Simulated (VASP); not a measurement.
Ta2Si2Ge: relaxation of cell and atoms with PBE

Crystal: Ta2Si2Ge.

```
Ta Si Ge
1.0
     2.92066    0.00000    0.00000
     1.23567    2.74271    0.00000
     1.16755    0.67564   10.58846
Ta Si Ge
2 2 1
Direct
  0.40375 0.50940 0.70538
  0.53920 0.61043 0.29381
  0.94624 0.01319 0.11015
  0.99854 0.10843 0.88839
  0.11228 0.25855 0.50228
```

* Program: VASP 6.6.1
* Task: relaxation of cell and atoms
* Functional: PBE
* Potentials or basis: VASP PAW PBE potentials, release 64 (Ta_pv, Si, Ge_d)
* Cutoff: 600 eV
* k mesh: 6 × 6 × 2
* Occupations: gaussian, width 0.1 eV
* Spin: no spin polarisation
* Dipole correction: no
* Further INCAR settings: ALGO = Normal; EDIFF = 1e-06; IBRION = 2; EDIFFG = -0.04; NSW = 90; ISIF = 3

```json
{"Relaxed volume": "16.84 Å³/atom", "Relaxed cell": "a = 2.979 Å, b = 2.985 Å, c = 10.459 Å, α = 83.84°, β = 83.79°, γ = 65.93°", "Space group after relaxing (to 0.1 Å)": "Cm (No. 8)", "Energy gained by relaxing": "16.8 meV/atom", "Ionic steps": "16", "Pressure after relaxing": "-0.1 GPa", "Largest force after relaxing": "0.027 eV/Å", "Band gap on the k mesh": "zero (bands 22 and 23 overlap by 2.07 eV)"}
```

Forces in eV/Å, atoms in the order of the input:
```
Ta   0.011  0.009 -0.010
Ta  -0.025 -0.008  0.008
Si   0.006  0.005 -0.006
Si   0.020 -0.002 -0.014
Ge  -0.011 -0.004  0.023
```

Stress tensor (GPa, compression positive):
```
-0.10 -0.06 -0.07
-0.06 -0.16 -0.02
-0.07 -0.02  0.03
```

Step by step:
| step | energy change (eV) | largest force (eV/Å) | pressure (GPa) | volume (Å³) |
| --- | --- | --- | --- | --- |
| 1 | 0.0000 | 0.4968 | -1.44 | 84.82 |
| 2 | -0.0324 | 0.3888 | 2.82 | 82.94 |
| 3 | -0.0365 | 0.4089 | 1.69 | 83.40 |
| 4 | -0.0593 | 0.3280 | -0.56 | 84.57 |
| 5 | -0.0594 | 0.3375 | -0.65 | 84.63 |
| 6 | -0.0730 | 0.1928 | -0.26 | 84.37 |
| 7 | -0.0737 | 0.1926 | -0.17 | 84.30 |
| 8 | -0.0771 | 0.1111 | 0.10 | 84.04 |
| 9 | -0.0773 | 0.1619 | 0.36 | 83.85 |
| 10 | -0.0796 | 0.1427 | 0.15 | 83.98 |
| 11 | -0.0809 | 0.1301 | -0.19 | 84.14 |
| 12 | -0.0825 | 0.0832 | 0.31 | 83.98 |
| 13 | -0.0825 | 0.0673 | 0.26 | 84.00 |
| 14 | -0.0833 | 0.0492 | -0.08 | 84.23 |
| 15 | -0.0833 | 0.0423 | -0.21 | 84.31 |
| 16 | -0.0839 | 0.0273 | -0.07 | 84.21 |

Final structure:
```
Ta Si Ge
1.0
     2.97929   -0.02368   -0.00706
     1.23891    2.71532    0.00398
     1.16174    0.68842   10.37111
Ta Si Ge
2 2 1
Direct
  0.41309 0.51417 0.70268
  0.52770 0.62628 0.29749
  0.93059 0.02893 0.11255
  0.00824 0.11169 0.88806
  0.12038 0.21893 0.49922
```

Levels at points of the mesh, in eV from the Fermi level:
```tsv
k point	band 19	band 20	band 21	band 22	band 23	band 24	band 25	band 26
(0.00, 0.00, 0.00)	-0.99	-0.82	0.99	1.20	1.41	1.83	2.42	2.71
(0.50, 0.00, 0.00)	-2.85	-2.55	-1.64	0.43	0.91	1.61	2.09	3.44
(0.00, 0.50, 0.00)	-2.86	-2.57	-1.66	0.46	0.94	1.63	2.09	3.41
(0.50, 0.50, 0.00)	-2.94	-1.72	-1.51	-0.57	-0.46	0.82	1.01	2.43
(0.00, 0.00, 0.50)	-1.00	-0.81	0.98	1.22	1.44	1.78	2.44	2.68
(0.50, 0.00, 0.50)	-3.30	-2.32	-1.53	0.29	0.84	1.14	2.43	3.34
(0.00, 0.50, 0.50)	-3.31	-2.33	-1.55	0.32	0.85	1.17	2.44	3.38
(0.50, 0.50, 0.50)	-2.55	-1.75	-1.34	-0.88	-0.85	1.45	2.00	2.08
```

It took 8.1 min on 1 thread of Intel(R) Xeon(R) 6975P-C (Granite Rapids), on a shared host, peak memory 0.31 GiB.

Caveat: the k points lie up to 0.39 Å⁻¹ apart in the final cell, too coarse for converged energies and pressures of a metal; spin-orbit coupling is left out, which moves the levels of the heavy elements.
